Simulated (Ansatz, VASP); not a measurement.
**One calculation of HfN, two programs**

Contents of POSCAR:

```
HfN
1.0
    3.0854334487      0.0000000000      0.0000000000
   -1.5427167244      2.6720637483      0.0000000000
    0.0000000000      0.0000000000      2.8908649372
Hf N
1 1
Direct
    0.0000000000      0.0000000000      0.0000000000
    0.6666666667      0.3333333333      0.5000000000
```

File INCAR.step1:

```
PREC = Accurate ; ENCUT = 520
ISMEAR = 0 ; SIGMA = 0.05
LREAL = False ; LASPH = True
NELM = 80 ; NBANDS = 14
GGA = PE ; ALGO = Normal
EDIFF = 1E-4 ; LWAVE = True
LCHARG = False
```

Contents of INCAR.step2:

```
PREC = Accurate ; ENCUT = 520
EDIFF = 1E-6 ; ISMEAR = 0
SIGMA = 0.05 ; LREAL = False
LASPH = True ; NELM = 80
ALGO = Normal ; ISIF = 2
LWAVE = False ; LCHARG = False
METAGGA = R2SCAN ; LMIXTAU = True
IVDW = 12 ; VDW_S6 = 1.0
VDW_S8 = 0.78981345 ; VDW_A1 = 0.49484001
VDW_A2 = 5.73083694 ; NBANDS = 14
ISTART = 1
```

Contents of KPOINTS:

```
Automatic mesh
0
Gamma
  12 12 12
```

Input for Ansatz:

```yaml
crystal:
  lattice:
    - [3.085433448723, 2.886743673908e-11, 0.0]
    - [-1.542716724386, 2.672063748266, 0.0]
    - [0.0, 0.0, 2.8908649372]
  atoms:
    - { symbol: Hf, position: [-3.700743415525e-17, 0.0, 0.0] }
    - { symbol: "N", position: [0.6666666666667, 0.3333333333333, 0.5] }
basis:
  ecutwfc: 500
  ecutrho_ratio: 6
kpoints:
  mp_grid: { grid: [12, 12, 12] }
hamiltonian:
  xc: r2scan
  dispersion: d3bj
scf:
  occupations: { method: gaussian, width: 0.05 }
output:
  forces: true
  stress: true
  write_density: true
  write_potential: true
  elf: true
  volumetric_format: npy
```

Alike in both runs: task single point; functional r2SCAN; dispersion D3(BJ); k mesh 12 × 12 × 12; occupations gaussian, width 0.05 eV; no spin polarisation.

|  | VASP | Ansatz |
| --- | --- | --- |
| version | VASP 6.6.1 | Ansatz 0.2.0 |
| potentials or method | VASP PAW PBE potentials, release 64 (Hf_pv, N), cutoff 520 eV | scalar-relativistic, plane waves, PAW |
| valence electrons in the cell | 15 | 31 |

VASP gave:

| Property | Result |
| --- | --- |
| gap on the k mesh at the Fermi level (eV) | none |
| pressure (GPa) | -4.6 |
| traceless stress, the component that is largest in VASP (GPa) | -0.26 |

Problem. What did Ansatz give for the same quantities?

Solution. gap on the k mesh at the Fermi level (eV): none; pressure (GPa): -2.4; traceless stress, the component that is largest in VASP (GPa): -0.02.

VASP's potentials were made for PBE, not for r2SCAN. A gap of «none» marks a metal or a gap that the smearing closes. VASP's potentials hold 15 valence electrons a cell and Ansatz's 31, so a difference there can come from the potentials and not from the codes. Ansatz's warnings: dispersion damping borrowed.

Spin-orbit coupling is off throughout.
